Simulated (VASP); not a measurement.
# SiO2 (P4_12_12) in VASP: settings compared, part 2 of 3

VASP 6.6.1.

## (3) Electric field gradients, r2SCAN

File POSCAR:

```
SiO2
1.0
    4.9930000000      0.0000000000      0.0000000000
    0.0000000000      4.9930000000      0.0000000000
    0.0000000000      0.0000000000      7.0050000000
Si O
4 8
Direct
    0.3024106559      0.3024106559      0.0000000000
    0.1975893441      0.8024106559      0.2500000000
    0.6975893441      0.6975893441      0.5000000000
    0.8024106559      0.1975893441      0.7500000000
    0.2377646197      0.1108936545      0.1819502258
    0.3891063455      0.7377646197      0.4319502258
    0.7622353803      0.8891063455      0.6819502258
    0.6108936545      0.2622353803      0.9319502258
    0.7377646197      0.3891063455      0.5680497742
    0.8891063455      0.7622353803      0.3180497742
    0.2622353803      0.6108936545      0.0680497742
    0.1108936545      0.2377646197      0.8180497742
```

File INCAR.step1:

```
PREC = Accurate
ENCUT = 520
ISMEAR = -1
SIGMA = 0.02
LREAL = F
LASPH = T
NELM = 60
NBANDS = 44
GGA = PE
ALGO = Normal
EDIFF = 1E-4
LWAVE = T
LCHARG = F
```

File INCAR.step2:

```
PREC = Accurate
ENCUT = 520
EDIFF = 1E-8
ISMEAR = -1
SIGMA = 0.02
LREAL = F
LASPH = T
NELM = 60
ALGO = Normal
ISIF = 2
LWAVE = F
LCHARG = F
METAGGA = R2SCAN
LMIXTAU = T
LEFG = T
NBANDS = 44
ISTART = 1
```

File KPOINTS:

```
Automatic mesh
0
Gamma
  5 5 3
```

Potentials or basis: VASP PAW PBE potentials, release 64 (Si, O).

The run is started by

```console
cat potpaw_PBE.64/Si/POTCAR potpaw_PBE.64/O/POTCAR > POTCAR
cp INCAR.step1 INCAR
mpirun -np 1 vasp_std > vasp.out
cp INCAR.step2 INCAR
mpirun -np 1 vasp_std > vasp.out
```

OUTCAR:

```text
PREC = Accurate
   ENCUT = 520
   EDIFF = 1E-8
   ISMEAR = -1
   LREAL = F
   LASPH = T
   NELM = 60
   ISIF = 2
   METAGGA = R2SCAN
   ISTART = 1

 ion  position               nearest neighbor table
   1  0.302  0.302  0.000-   8 1.62  11 1.62   5 1.63  12 1.63   2 3.09   4 3.09   2 3.09   4 3.09

   2  0.198  0.802  0.250-   5 1.62  10 1.62   6 1.63  11 1.63   1 3.09   3 3.09   1 3.09   3 3.09

   3  0.698  0.698  0.500-   6 1.62   9 1.62   7 1.63  10 1.63   2 3.09   4 3.09   4 3.09   2 3.09

   4  0.802  0.198  0.750-   7 1.62  12 1.62   9 1.63   8 1.63   1 3.09   3 3.09   3 3.09   1 3.09

   5  0.238  0.111  0.182-   2 1.62   1 1.63
   6  0.389  0.738  0.432-   3 1.62   2 1.63
   7  0.762  0.889  0.682-   4 1.62   3 1.63
   8  0.611  0.262  0.932-   1 1.62   4 1.63
   9  0.738  0.389  0.568-   3 1.62   4 1.63
  10  0.889  0.762  0.318-   2 1.62   3 1.63
  11  0.262  0.611  0.068-   1 1.62   2 1.63
  12  0.111  0.238  0.818-   4 1.62   1 1.63

  LATTYP: Found a simple tetragonal cell.
 ALAT       =     4.9930000000
 C/A-ratio  =     1.4029641498

  Lattice vectors:

 A1 = (   4.9930000000,   0.0000000000,   0.0000000000)
 A2 = (   0.0000000000,   4.9930000000,   0.0000000000)
 A3 = (   0.0000000000,   0.0000000000,   7.0050000000)

Analysis of symmetry for initial positions (statically):
=====================================================================
 Subroutine PRICEL returns:
 Original cell was already a primitive cell.

 Routine SETGRP: Setting up the symmetry group for a
 simple tetragonal supercell.

 Subroutine GETGRP returns: Found  8 space group operations
 (whereof  2 operations were pure point group operations)
 out of a pool of 16 trial point group operations.

The static configuration has the point symmetry C_2 .
 The point group associated with its full space group is D_4 .

Analysis of symmetry for dynamics (positions and initial velocities):
=====================================================================
 Subroutine PRICEL returns:
 Original cell was already a primitive cell.

 Routine SETGRP: Setting up the symmetry group for a
 simple tetragonal supercell.

 Subroutine GETGRP returns: Found  8 space group operations
 (whereof  2 operations were pure point group operations)
 out of a pool of 16 trial point group operations.

The dynamic configuration has the point symmetry C_2 .
 The point group associated with its full space group is D_4 .

 Subroutine INISYM returns: Found  8 space group operations
 (whereof  2 operations are pure point group operations),
 and found     1 'primitive' translations

----------------------------------------------------------------------------------------

                                     Primitive cell

  volume of cell :     174.6350

  direct lattice vectors                    reciprocal lattice vectors
     4.993000000  0.000000000  0.000000000     0.200280393  0.000000000  0.000000000
     0.000000000  4.993000000  0.000000000     0.000000000  0.200280393  0.000000000
[... 147 lines left out ...]
 k-point     1 :       0.0000    0.0000    0.0000
  band No.  band energies     occupation
      1     -20.7581      2.00000
      2     -19.8875      2.00000
      3     -19.8875      2.00000
      4     -18.7984      2.00000
      5     -18.7251      2.00000
      6     -18.7210      2.00000
[... 553 lines left out ...]
     43      11.1628      0.00000
     44      11.3348      0.00000

------------------------ aborting loop because EDIFF is reached ----------------------------------------

  FORCE on cell =-STRESS in cart. coord.  units (eV):
  Direction    XX          YY          ZZ          XY          YZ          ZX
  --------------------------------------------------------------------------------------
  -------------------------------------------------------------------------------------
  Total       -3.5303175     -3.5303175     -4.6386478      0.0000000     -0.0000000      0.0000000
  in kB      -32.3886673    -32.3886673    -42.5569713      0.0000000     -0.0000000      0.0000000
  external PRESSURE =     -35.7781019 kB  Pullay stress =       0.0000000 kB

 VOLUME and BASIS-vectors are now :
 -----------------------------------------------------------------------------
  energy-cutoff  :      520.00
  volume of cell :      174.63
      direct lattice vectors                 reciprocal lattice vectors
     4.993000000  0.000000000  0.000000000     0.200280393  0.000000000  0.000000000
     0.000000000  4.993000000  0.000000000     0.000000000  0.200280393  0.000000000
     0.000000000  0.000000000  7.005000000     0.000000000  0.000000000  0.142755175

 POSITION                                       TOTAL-FORCE (eV/Angst)
 -----------------------------------------------------------------------------------
      1.50994      1.50994      0.00000         0.032752      0.032752      0.000000
      0.98656      4.00644      1.75125        -0.032752      0.032752      0.000000
      3.48306      3.48306      3.50250        -0.032752     -0.032752      0.000000
      4.00644      0.98656      5.25375         0.032752     -0.032752     -0.000000
      1.18716      0.55369      1.27456         0.045141     -0.138770     -0.240392
      1.94281      3.68366      3.02581         0.138770      0.045141     -0.240392
      3.80584      4.43931      4.77706        -0.045141      0.138770     -0.240392
      3.05019      1.30934      6.52831        -0.138770     -0.045141     -0.240392
      3.68366      1.94281      3.97919         0.045141      0.138770      0.240392
      4.43931      3.80584      2.22794         0.138770     -0.045141      0.240392
      1.30934      3.05019      0.47669        -0.045141     -0.138770      0.240392
      0.55369      1.18716      5.73044        -0.138770      0.045141      0.240392
 -----------------------------------------------------------------------------------
    total drift:                               -0.000000      0.000000      0.000000

  FREE ENERGIE OF THE ION-ELECTRON SYSTEM (eV)
  ---------------------------------------------------
  free  energy   TOTEN  =      -119.1227549072 eV

  energy  without entropy=     -119.1227549072  energy(sigma->0) =     -119.12275491

 Electric field gradients (V/A^2)
---------------------------------------------------------------------
 ion       V_xx      V_yy      V_zz      V_xy      V_xz      V_yz
---------------------------------------------------------------------
   1       0.433     0.433    -0.866     0.256     2.738    -2.738
   2       0.433     0.433    -0.866    -0.256     2.738     2.738
   3       0.433     0.433    -0.866     0.256    -2.738     2.738
   4       0.433     0.433    -0.866    -0.256    -2.738    -2.738
   5     -48.716    43.802     4.914    18.594   -14.206   -58.377
   6      43.802   -48.716     4.914   -18.594    58.377   -14.206
   7     -48.716    43.802     4.914    18.594    14.206    58.377
   8      43.802   -48.716     4.914   -18.594   -58.377    14.206
   9     -48.716    43.802     4.914   -18.594    14.206   -58.377
  10      43.802   -48.716     4.914    18.594   -58.377   -14.206
  11     -48.716    43.802     4.914   -18.594   -14.206    58.377
  12      43.802   -48.716     4.914    18.594    58.377    14.206
---------------------------------------------------------------------

 Electric field gradients after diagonalization (V/A^2)
 (convention: |V_zz| > |V_xx| > |V_yy|)
----------------------------------------------------------------------
 ion       V_xx      V_yy      V_zz     asymmetry (V_yy - V_xx)/ V_zz
----------------------------------------------------------------------
   1       3.563     0.689    -4.252       0.676
   2       3.563     0.689    -4.252       0.676
   3       3.563     0.689    -4.252       0.676
   4       3.563     0.689    -4.252       0.676
   5     -52.691   -37.146    89.837       0.173
   6     -52.691   -37.146    89.837       0.173
   7     -52.691   -37.146    89.837       0.173
   8     -52.691   -37.146    89.837       0.173
   9     -52.691   -37.146    89.837       0.173
  10     -52.691   -37.146    89.837       0.173
  11     -52.691   -37.146    89.837       0.173
  12     -52.691   -37.146    89.837       0.173
----------------------------------------------------------------------

           NMR quadrupolar parameters

 Cq : quadrupolar parameter    Cq=e*Q*V_zz/h
 eta: asymmetry parameters     (V_yy - V_xx)/ V_zz
 Q  : nuclear electric quadrupole moment in mb (millibarn)
----------------------------------------------------------------------
 ion       Cq(MHz)       eta       Q (mb)
----------------------------------------------------------------------
   1      -0.010       0.676       1.000
   2      -0.010       0.676       1.000
   3      -0.010       0.676       1.000
   4      -0.010       0.676       1.000
   5       0.217       0.173       1.000
   6       0.217       0.173       1.000
   7       0.217       0.173       1.000
   8       0.217       0.173       1.000
   9       0.217       0.173       1.000
  10       0.217       0.173       1.000
  11       0.217       0.173       1.000
  12       0.217       0.173       1.000
----------------------------------------------------------------------
```

It took 9.6 min on 1 thread of Intel Xeon 8259CL, shared host; peak memory 0.34 GiB.

Results:

```
Free energy                             : -119.1228 eV
Pressure                                : -3.6 GPa
Largest force                           : 0.281 eV/Å
Band gap on the k mesh                  : 6.24 eV
Largest electric field gradient by atom : Si -4.3; O +89.8 V/Å²
```

Forces in eV/Å, atoms in the order of the input:
```
Si   0.033  0.033  0.000
Si  -0.033  0.033  0.000
Si  -0.033 -0.033  0.000
Si   0.033 -0.033  0.000
O    0.045 -0.139 -0.240
O    0.139  0.045 -0.240
O   -0.045  0.139 -0.240
O   -0.139 -0.045 -0.240
O    0.045  0.139  0.240
O    0.139 -0.045  0.240
O   -0.045 -0.139  0.240
O   -0.139  0.045  0.240
```

Levels at points of the mesh, in eV from the valence-band top:
```
           k point  band 29  band 30  band 31  band 32  band 33  band 34  band 35  band 36
(0.00, 0.00, 0.00)    -0.66    -0.31    -0.31     0.00     6.24     9.56     9.56     9.93
```

Electric field gradients, principal values (V/Å²):
```
atom    least   middle  greatest (by size)
1 Si    0.689    3.563              -4.252
2 Si    0.689    3.563              -4.252
3 Si    0.689    3.563              -4.252
4 Si    0.689    3.563              -4.252
 5 O  -37.146  -52.691              89.837
 6 O  -37.146  -52.691              89.837
 7 O  -37.146  -52.691              89.837
 8 O  -37.146  -52.691              89.837
 9 O  -37.146  -52.691              89.837
10 O  -37.146  -52.691              89.837
11 O  -37.146  -52.691              89.837
12 O  -37.146  -52.691              89.837
```

Caveat: the cell stands under tension; without QUAD_EFG the Cq values of the log hold for a quadrupole moment of 1 mb, not for the nuclei; the PAW data sets were made with another functional, which shifts forces and pressure a little; an odd mesh through Γ misses points on the zone boundary, where band edges can lie.

## (4) Electric field gradients, PBE

File INCAR:

```
SYSTEM = SiO2
ALGO     = Normal         ! electronic algorithm
EDIFF    = 1E-8           ! SCF threshold, eV
ENCUT    = 520            ! plane-wave cutoff, eV
GGA      = PE             ! functional
ISIF     = 2              ! what is computed and relaxed
ISMEAR   = -1             ! smearing method
LASPH    = .True.         ! aspherical terms in the spheres
LCHARG   = .False.        ! write CHGCAR
LEFG     = .True.       
LREAL    = .False.        ! projectors in reciprocal space
LWAVE    = .False.        ! write WAVECAR
NBANDS   = 44             ! bands
NELM     = 100            ! most SCF steps
PREC     = Accurate       ! precision mode
SIGMA    = 0.02           ! smearing width, eV
```

File KPOINTS:

```
k-points
0
Gamma
  5 5 3
  0 0 0
```

File POSCAR:

```
SiO2
1.0
    4.9930000000      0.0000000000      0.0000000000
    0.0000000000      4.9930000000      0.0000000000
    0.0000000000      0.0000000000      7.0050000000
Si O
4 8
Direct
    0.2966500000      0.2966500000      0.0000000000
    0.2033500000      0.7966500000      0.2500000000
    0.7033500000      0.7033500000      0.5000000000
    0.7966500000      0.2033500000      0.7500000000
    0.2406000000      0.0966000000      0.1746800000
    0.4034000000      0.7406000000      0.4246800000
    0.7594000000      0.9034000000      0.6746800000
    0.5966000000      0.2594000000      0.9246800000
    0.7406000000      0.4034000000      0.5753200000
    0.9034000000      0.7594000000      0.3253200000
    0.2594000000      0.5966000000      0.0753200000
    0.0966000000      0.2406000000      0.8253200000
```

Potentials or basis: VASP PAW PBE potentials, release 64 (Si, O).

The run is started by

```console
cat potpaw_PBE.64/Si/POTCAR potpaw_PBE.64/O/POTCAR > POTCAR
mpirun -np 1 vasp_std > vasp.out
```

OUTCAR:

```text
SYSTEM = SiO2
   EDIFF = 1E-8
   ENCUT = 520
   GGA = PE
   ISIF = 2
   ISMEAR = -1
   LASPH = .True.
   LREAL = .False.
   NELM = 100
   PREC = Accurate

 ion  position               nearest neighbor table
   1  0.297  0.297  0.000-   8 1.60  11 1.60   5 1.60  12 1.60   2 3.08   4 3.08   2 3.08   4 3.08

   2  0.203  0.797  0.250-   5 1.60  10 1.60   6 1.60  11 1.60   1 3.08   3 3.08   1 3.08   3 3.08

   3  0.703  0.703  0.500-   6 1.60   9 1.60   7 1.60  10 1.60   2 3.08   4 3.08   4 3.08   2 3.08

   4  0.797  0.203  0.750-   7 1.60  12 1.60   9 1.60   8 1.60   1 3.08   3 3.08   3 3.08   1 3.08

   5  0.241  0.097  0.175-   2 1.60   1 1.60
   6  0.403  0.741  0.425-   3 1.60   2 1.60
   7  0.759  0.903  0.675-   4 1.60   3 1.60
   8  0.597  0.259  0.925-   1 1.60   4 1.60
   9  0.741  0.403  0.575-   3 1.60   4 1.60
  10  0.903  0.759  0.325-   2 1.60   3 1.60
  11  0.259  0.597  0.075-   1 1.60   2 1.60
  12  0.097  0.241  0.825-   4 1.60   1 1.60

  LATTYP: Found a simple tetragonal cell.
 ALAT       =     4.9930000000
 C/A-ratio  =     1.4029641498

  Lattice vectors:

 A1 = (   4.9930000000,   0.0000000000,   0.0000000000)
 A2 = (   0.0000000000,   4.9930000000,   0.0000000000)
 A3 = (   0.0000000000,   0.0000000000,   7.0050000000)
[... 802 lines left out ...]
   2      -0.287    -0.287     0.574    -0.699     3.356     3.356
   3      -0.287    -0.287     0.574     0.699    -3.356     3.356
   4      -0.287    -0.287     0.574    -0.699    -3.356    -3.356
   5     -45.602    42.475     3.127    16.480   -12.061   -57.963
   6      42.475   -45.602     3.127   -16.480    57.963   -12.061
   7     -45.602    42.475     3.127    16.480    12.061    57.963
   8      42.475   -45.602     3.127   -16.480   -57.963    12.061
   9     -45.602    42.475     3.127   -16.480    12.061   -57.963
  10      42.475   -45.602     3.127    16.480   -57.963   -12.061
  11     -45.602    42.475     3.127   -16.480   -12.061    57.963
  12      42.475   -45.602     3.127    16.480    57.963    12.061
---------------------------------------------------------------------

 Electric field gradients after diagonalization (V/A^2)
 (convention: |V_zz| > |V_xx| > |V_yy|)
----------------------------------------------------------------------
 ion       V_xx      V_yy      V_zz     asymmetry (V_yy - V_xx)/ V_zz
----------------------------------------------------------------------
   1       4.604     0.412    -5.016       0.836
   2       4.604     0.412    -5.016       0.836
   3       4.604     0.412    -5.016       0.836
   4       4.604     0.412    -5.016       0.836
   5     -48.747   -38.406    87.153       0.119
   6     -48.747   -38.406    87.153       0.119
   7     -48.747   -38.406    87.153       0.119
   8     -48.747   -38.406    87.153       0.119
   9     -48.747   -38.406    87.153       0.119
  10     -48.747   -38.406    87.153       0.119
  11     -48.747   -38.406    87.153       0.119
  12     -48.747   -38.406    87.153       0.119
----------------------------------------------------------------------

           NMR quadrupolar parameters

 Cq : quadrupolar parameter    Cq=e*Q*V_zz/h
 eta: asymmetry parameters     (V_yy - V_xx)/ V_zz
 Q  : nuclear electric quadrupole moment in mb (millibarn)
----------------------------------------------------------------------
 ion       Cq(MHz)       eta       Q (mb)
----------------------------------------------------------------------
   1      -0.012       0.836       1.000
   2      -0.012       0.836       1.000
   3      -0.012       0.836       1.000
   4      -0.012       0.836       1.000
   5       0.211       0.119       1.000
   6       0.211       0.119       1.000
   7       0.211       0.119       1.000
   8       0.211       0.119       1.000
   9       0.211       0.119       1.000
  10       0.211       0.119       1.000
  11       0.211       0.119       1.000
  12       0.211       0.119       1.000
----------------------------------------------------------------------
```

stdout:

```text
POSCAR found type information on POSCAR SiO
 POSCAR found :  2 types and      12 ions
 scaLAPACK will be used
 LDA part: xc-table for (Slater+PW92), standard interpolation
 POSCAR, INCAR and KPOINTS ok, starting setup
 FFT: planning ... GRIDC
 FFT: planning ... GRID_SOFT
 FFT: planning ... GRID
 WAVECAR not read
 entering main loop
ion   1

ion   2

ion   3

ion   4

ion   5
     0.0000293    -3.5193169    12.3434676    -0.6896576     2.4802574     9.1342774
     0.0000403    -3.5193168    12.3434675    -0.6896576     2.4802574     9.1342773
     0.0000555    -3.5193168    12.3434673    -0.6896576     2.4802574     9.1342772
     0.0000765    -3.5193167    12.3434669    -0.6896576     2.4802573     9.1342769
[... 72 lines left out ...]
ion  12
     0.0000293    -3.5193169    -2.4802574    -0.6896576   -12.3434676    -9.1342774
     0.0000403    -3.5193168    -2.4802574    -0.6896576   -12.3434675    -9.1342773
     0.0000555    -3.5193168    -2.4802574    -0.6896576   -12.3434673    -9.1342772
     0.0000765    -3.5193167    -2.4802573    -0.6896576   -12.3434669    -9.1342769

     0.0000293   -13.1381983    -9.4593657    -2.2572469   -46.1101934   -34.5768102
     0.0000403   -13.1381959    -9.4593639    -2.2572465   -46.1101848   -34.5768037
     0.0000555   -13.1381917    -9.4593609    -2.2572459   -46.1101702   -34.5767927
     0.0000765   -13.1381847    -9.4593558    -2.2572447   -46.1101457   -34.5767742
```

Wall time 74 s (1 thread of Intel Xeon Platinum 8488C (Sapphire Rapids), shared host); peak memory 0.3 GiB.

Results:

- Free energy: -94.7541 eV
- Pressure: 7.7 GPa
- Largest force: 0.469 eV/Å
- Band gap on the k mesh: 5.77 eV
- Largest electric field gradient by atom: Si -5.0; O +87.2 V/Å²

Forces in eV/Å, atoms in the order of the input:
```
Si  -0.111 -0.111  0.000
Si   0.111 -0.111  0.000
Si   0.111  0.111  0.000
Si  -0.111  0.111  0.000
O   -0.026  0.357  0.303
O   -0.357 -0.026  0.303
O    0.026 -0.357  0.303
O    0.357  0.026  0.303
O   -0.026 -0.357 -0.303
O   -0.357  0.026 -0.303
O    0.026  0.357 -0.303
O    0.357 -0.026 -0.303
```

Stress tensor (GPa, compression positive):
```
7.90 0.00 0.00
0.00 7.90 0.00
0.00 0.00 7.26
```

Electric field gradients, principal values (V/Å²):
| atom | least | middle | greatest (by size) |
| --- | --- | --- | --- |
| 1 Si | 0.412 | 4.604 | -5.016 |
| 2 Si | 0.412 | 4.604 | -5.016 |
| 3 Si | 0.412 | 4.604 | -5.016 |
| 4 Si | 0.412 | 4.604 | -5.016 |
| 5 O | -38.406 | -48.747 | 87.153 |
| 6 O | -38.406 | -48.747 | 87.153 |
| 7 O | -38.406 | -48.747 | 87.153 |
| 8 O | -38.406 | -48.747 | 87.153 |
| 9 O | -38.406 | -48.747 | 87.153 |
| 10 O | -38.406 | -48.747 | 87.153 |
| 11 O | -38.406 | -48.747 | 87.153 |
| 12 O | -38.406 | -48.747 | 87.153 |

Caveat: the cell stands under pressure; without QUAD_EFG the Cq values of the log hold for a quadrupole moment of 1 mb, not for the nuclei; an odd mesh through Γ misses points on the zone boundary, where band edges can lie.

[end of part 2 of 3]
